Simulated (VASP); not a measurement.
MgBe2SeO2:

```
Mg Be Se O
1.0
     2.40939   -4.01116    0.00000
     2.40939    4.01116    0.00000
     0.00000    0.00000    3.88135
Mg Be Se O
1 2 1 2
Cartesian
  2.4094 0.0000 1.9407
  1.2047 -2.0056 1.9407
  1.2047 2.0056 1.9407
  0.0000 0.0000 0.0000
  2.4094 -1.3171 0.0000
  2.4094 1.3171 0.0000
```

* Program: VASP 6.6.1
* Task: relaxation of cell and atoms
* Functional: PBE
* Potentials or basis: VASP PAW PBE potentials, release 64 (Mg, Be, Se, O)
* Cutoff: 600 eV
* k mesh: 4 × 4 × 4
* Occupations: gaussian, width 0.1 eV
* Spin: no spin polarisation

At the start: pressure -5.1 GPa; volume 12.50 Å³/atom.

Q: Where does the relaxation end?

A: Over 36 steps the energy falls by 1569.6 meV/atom and the volume is 11.62 Å³/atom (-7.1 %); space group Cmmm (No. 65, to 0.05 Å).

Step by step:
```csv
step,energy change (eV),largest force (eV/Å),pressure (GPa),volume (Å³)
1,0.0000,0.2148,-5.14,75.02
2,-4.3527,0.7060,-6.60,69.68
3,-7.5534,2.5909,17.53,57.87
4,-8.2579,1.7981,-3.37,63.46
5,-8.5538,2.1334,1.37,61.60
6,-8.5540,2.1893,2.52,61.24
7,-8.9711,0.9418,-0.43,62.24
8,-9.0857,0.4231,-0.01,63.02
9,-9.1820,0.1604,-0.45,63.30
10,-9.2694,0.1085,-0.75,63.24
11,-9.3369,0.1418,2.58,62.74
12,-9.3382,0.1363,3.21,62.65
13,-9.3782,0.3312,0.83,64.97
14,-9.3785,0.3195,1.01,64.78
15,-9.3902,0.1986,-1.75,66.50
16,-9.3913,0.2222,-1.17,66.11
17,-9.3998,0.0476,-0.02,65.88
18,-9.4003,0.0015,0.35,65.82
19,-9.4024,0.0290,0.68,66.05
20,-9.4024,0.0335,0.73,66.08
21,-9.4041,0.0539,0.30,66.52
22,-9.4049,0.0715,-0.21,67.01
23,-9.4066,0.0485,-0.27,67.20
24,-9.4069,0.0332,-0.30,67.32
25,-9.4079,0.0258,0.27,67.29
26,-9.4080,0.0237,0.50,67.28
27,-9.4092,0.0449,0.64,67.47
28,-9.4124,0.0773,0.87,68.05
29,-9.4131,0.0748,0.74,68.20
30,-9.4145,0.0772,0.43,68.64
31,-9.4166,0.0840,-0.11,69.53
32,-9.4078,0.0372,-1.65,71.32
33,-9.4168,0.0768,-0.24,69.69
34,-9.4168,0.0762,-0.26,69.72
35,-9.4171,0.0615,-0.23,69.72
36,-9.4177,0.0174,-0.14,69.71
```

Final structure:
```
Mg Be Se O
1.0
     2.34364   -5.73141    0.00000
     2.34364    5.73141    0.00000
     0.00000    0.00000    2.59484
Mg Be Se O
1 2 1 2
Direct
  0.50000 0.50000 0.50000
  0.50000 0.00000 0.50000
  0.00000 0.50000 0.50000
  0.00000 0.00000 0.00000
  0.71913 0.28087 0.00000
  0.28087 0.71913 0.00000
```

Caveat: the k points lie up to 0.61 Å⁻¹ apart in the final cell.
